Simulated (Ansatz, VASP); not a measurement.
## MnO2: VASP beside Ansatz

```
Mn O
1.0
     2.85496    0.00000    0.00000
    -1.42748    2.47246    0.00000
     0.00000    0.00000   10.22174
Mn O
2 4
Direct
  0.00000 0.00000 0.00000
  0.00000 0.00000 0.50000
  0.33333 0.66667 0.90686
  0.33333 0.66667 0.59314
  0.66667 0.33333 0.09314
  0.66667 0.33333 0.40686
```

Alike in both runs: task single point; functional PBE; k mesh 12 × 12 × 4; occupations gaussian, width 0.05 eV; collinear spin; Hubbard terms Mn d U = 3.9 eV.

|  | VASP | Ansatz |
| --- | --- | --- |
| version | VASP 6.6.1 | Ansatz 0.2.0 |
| potentials or method | VASP PAW PBE potentials, release 64 (Mn_pv, O), cutoff 520 eV | scalar-relativistic, plane waves, PAW |
| valence electrons in the cell | 50 | 54 |

|  | VASP | Ansatz | Ansatz less VASP |
| --- | --- | --- | --- |
| gap on the k mesh at the Fermi level (eV) | 2.08 | 2.06 | -0.021 |
| rms of the force components (eV/Å) | 0.269 | 0.217 | -0.0516 |
| net moment per atom (μB) | 1.00 | 1.00 | 0.000 |
| size of the moment on the site where the two differ most (μB) | 3.14 | 2.75 | -0.390 |

Site moments also hang on the region over which each program counts them. The programs project onto different local orbitals, so the same U acts differently, and such runs can settle in different states. Atom by atom the forces differ by 0.052 eV/Å (rms over components). VASP's potentials hold 50 valence electrons a cell and Ansatz's 54, so a difference there can come from the potentials and not from the codes. Ansatz's warnings: stability check not made.
